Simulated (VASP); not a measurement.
# Sn in VASP: further runs, part 2 of 2

VASP 6.6.1. The steps go on from the part before.

## Step 4: Single point, PBE (equal xy, yz and zx shear strains of +3 %)

Input file INCAR:

```
SYSTEM = Sn
PREC     = Accurate       ! precision mode
ENCUT    = 520            ! plane-wave cutoff, eV
EDIFF    = 1E-7           ! SCF threshold, eV
ISMEAR   = -1             ! smearing method
SIGMA    = 0.03           ! smearing width, eV
LREAL    = .False.        ! projectors in reciprocal space
LASPH    = .True.         ! aspherical terms in the spheres
NELM     = 60             ! most SCF steps
ALGO     = Normal         ! electronic algorithm
ISIF     = 2              ! what is computed and relaxed
LWAVE    = .False.        ! write WAVECAR
LCHARG   = .True.         ! write CHGCAR
GGA      = PE             ! functional
LELF     = .True.         ! ELF
LVHAR    = .True.       
NBANDS   = 21             ! bands
```

Input file KPOINTS:

```
Automatic mesh
0
Gamma
  9 9 9
  0 0 0
```

Input file POSCAR:

```
Sn
1.0
    0.0973680000      3.2942840000      3.2942840000
    3.2942840000      0.0973680000      3.2942840000
    3.2942840000      3.2942840000      0.0973680000
Sn
2
Direct
    0.5000000000      0.5000000000      0.5000000000
    0.7500000000      0.7500000000      0.7500000000
```

Potentials or basis: VASP PAW PBE potentials, release 64 (Sn_d).

Command:

```sh
$ cat potpaw_PBE.64/Sn_d/POTCAR > POTCAR
$ mpirun -np 1 vasp_std > vasp.out
```

OUTCAR:

```text
SYSTEM = Sn
   PREC = Accurate
   ENCUT = 520
   EDIFF = 1E-7
   ISMEAR = -1
   LREAL = .False.
   LASPH = .True.
   NELM = 60
   ISIF = 2
   GGA = PE

 ion  position               nearest neighbor table
   1  0.500  0.500  0.500-   2 2.78   2 2.78   2 2.78   2 2.90
   2  0.750  0.750  0.750-   1 2.78   1 2.78   1 2.78   1 2.90

  LATTYP: Found a trigonal (rhomboedric) cell.
 ALAT       =     4.6598384814
 COS(alpha) =     0.5293254421

  Lattice vectors:

 A1 = (   0.0973680000,   3.2942840000,   3.2942840000)
 A2 = (   3.2942840000,   0.0973680000,   3.2942840000)
 A3 = (   3.2942840000,   3.2942840000,   0.0973680000)

Analysis of symmetry for initial positions (statically):
=====================================================================
 Subroutine PRICEL returns:
 Original cell was already a primitive cell.

 Routine SETGRP: Setting up the symmetry group for a
 trigonal (rhombohedral) supercell.

 Subroutine GETGRP returns: Found 12 space group operations
 (whereof  6 operations were pure point group operations)
[... 160 lines left out ...]
  ---------------------------------------------------
  free energy    TOTEN  =        -7.60960715 eV

  energy without entropy =       -7.60878675  energy(sigma->0) =       -7.60919695

 E-fermi :   5.5783     XC(G=0):  -8.8754

 val. band max:        5.5612691653   @ k =   0.1111   0.1111   0.1111
 cond. band min:       5.6704242955   @ k =   0.0000   0.0000   0.0000
 fundamental gap:      0.1091551301
 Fermi energy:         5.5782695586

 k-point     1 :       0.0000    0.0000    0.0000
  band No.  band energies     occupation
      1     -16.0736      2.00000
      2     -16.0736      2.00000
      3     -15.9984      2.00000
      4     -15.9889      2.00000
      5     -15.9889      2.00000
      6     -15.7209      2.00000
[... 565 lines left out ...]
     20      15.5123      0.00000
     21      15.8187      0.00000

 [... further k-points ...]

------------------------ aborting loop because EDIFF is reached ----------------------------------------

  FORCE on cell =-STRESS in cart. coord.  units (eV):
  Direction    XX          YY          ZZ          XY          YZ          ZX
  --------------------------------------------------------------------------------------
  -------------------------------------------------------------------------------------
  Total        1.4304918      1.4304918      1.4304918     -0.6380222     -0.6380222     -0.6380222
  in kB       33.5406350     33.5406350     33.5406350    -14.9596596    -14.9596596    -14.9596596
  external PRESSURE =      33.5406350 kB  Pullay stress =       0.0000000 kB

 VOLUME and BASIS-vectors are now :
 -----------------------------------------------------------------------------
  energy-cutoff  :      520.00
  volume of cell :       68.33
      direct lattice vectors                 reciprocal lattice vectors
     0.097368000  3.294284000  3.294284000    -0.158678412  0.154123051  0.154123051
     3.294284000  0.097368000  3.294284000     0.154123051 -0.158678412  0.154123051
     3.294284000  3.294284000  0.097368000     0.154123051  0.154123051 -0.158678412

 POSITION                                       TOTAL-FORCE (eV/Angst)
 -----------------------------------------------------------------------------------
      3.34297      3.34297      3.34297         0.256153      0.256153      0.256153
      5.01445      5.01445      5.01445        -0.256153     -0.256153     -0.256153
 -----------------------------------------------------------------------------------
    total drift:                                0.000000      0.000000      0.000000

  FREE ENERGIE OF THE ION-ELECTRON SYSTEM (eV)
  ---------------------------------------------------
  free  energy   TOTEN  =        -7.6096071492 eV

  energy  without entropy=       -7.6087867474  energy(sigma->0) =       -7.60919695
```

OSZICAR:

```text
N       E                     dE             d eps       ncg     rms          rms(c)
DAV:   1     0.230859756597E+03    0.23086E+03   -0.14896E+04  3610   0.195E+03
DAV:   2     0.177686141675E+02   -0.21309E+03   -0.20837E+03  3585   0.451E+02
DAV:   3    -0.686076610275E+01   -0.24629E+02   -0.24500E+02  4150   0.141E+02
DAV:   4    -0.764537820758E+01   -0.78461E+00   -0.78433E+00  4040   0.285E+01
DAV:   5    -0.767213344307E+01   -0.26755E-01   -0.26755E-01  5228   0.511E+00    0.324E+00
DAV:   6    -0.762784218548E+01    0.44291E-01   -0.28690E-02  4854   0.203E+00    0.190E+00
DAV:   7    -0.760740671677E+01    0.20435E-01   -0.48729E-02  4093   0.222E+00    0.165E-01
DAV:   8    -0.760918013760E+01   -0.17734E-02   -0.57595E-03  4045   0.804E-01    0.556E-02
DAV:   9    -0.760955994785E+01   -0.37981E-03   -0.45090E-04  4418   0.145E-01    0.192E-02
DAV:  10    -0.760960174656E+01   -0.41799E-04   -0.61969E-05  4138   0.601E-02    0.540E-03
DAV:  11    -0.760960657346E+01   -0.48269E-05   -0.81721E-06  4540   0.204E-02    0.242E-03
DAV:  12    -0.760960717450E+01   -0.60104E-06   -0.73633E-07  3461   0.522E-03    0.104E-03
DAV:  13    -0.760960714922E+01    0.25275E-07   -0.10471E-07  3251   0.213E-03
   1 F= -.76096071E+01 E0= -.76091969E+01  d E =-.820402E-03
```

Wall time 45 s (1 thread of Intel Xeon 6975P-C (Granite Rapids), shared host); peak memory 0.26 GiB.

What came out:

- Free energy: -7.6096 eV
- Pressure: 3.4 GPa
- Largest force: 0.444 eV/Å
- Band gap on the k mesh: zero (bands 14 and 15 overlap by 0.20 eV)

Forces on the atoms (eV/Å):
```
Sn   0.256  0.256  0.256
Sn  -0.256 -0.256 -0.256
```

Caveat: the cell differs from its parent crystal (equal xy, yz and zx shear strains of +3 %); the cell stands under pressure; spin-orbit coupling is left out, which moves the levels of the heavy elements.

## Step 5: Summary

```tsv
cell	gap on the mesh (eV)	pressure (GPa)	largest force (eV/Å)
a = 4.544, b = 4.544, c = 4.498 Å, angles 60.3, 60.3, 59.3°, 2 atoms	none	5.4	-
a = 4.522 Å, angles 62.0°, 2 atoms	none	3.4	0.59
a = 4.660 Å, angles 58.0°, 2 atoms	none	3.4	0.44
```

Alike in all rows: task single point; level PBE; potentials or basis VASP PAW PBE potentials, release 64 (Sn_d); no spin polarisation; k mesh 9 × 9 × 9; cutoff (eV) 520; smearing fermi-dirac 0.03 eV.

Caveats: the cell stands under pressure; spin-orbit coupling is left out, which moves the levels of the heavy elements.

Total energies depend on the potentials used, so only differences within one code and one set of settings carry meaning.
